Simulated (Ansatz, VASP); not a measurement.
**TaN in VASP and in Ansatz**

```
Ta N
1.0
     3.08811    0.00000    0.00000
    -1.54406    2.67438    0.00000
     0.00000    0.00000    4.98272
Ta N
2 2
Direct
  0.00000 0.00000 0.00000
  0.00000 0.00000 0.50000
  0.33333 0.66667 0.25000
  0.66667 0.33333 0.75000
```

Change from the starting cell: volume scaled by 1.04.

Alike in both runs: task single point; functional PBEsol; k mesh 11 × 11 × 6; occupations fermi-dirac, width 0.01 eV; no spin polarisation.

```csv
,VASP,Ansatz
version,VASP 6.6.1,Ansatz 0.2.0
potentials or method,"VASP PAW PBE potentials, release 64 (Ta_pv, N), cutoff 520 eV","all-electron LAPW, scalar-relativistic"
```

```tsv
	VASP	Ansatz	Ansatz less VASP
pressure (GPa)	30.8	29.2	-1.63
traceless stress, the component that is largest in VASP (GPa)	48.07	47.45	-0.622
```

VASP's potentials were made for PBE, not for PBEsol. Both programs put the cell under a high pressure, so it lies far from rest at this level. Ansatz ran all-electron here, and VASP with PAW potentials.

Neither program's run includes spin-orbit coupling.
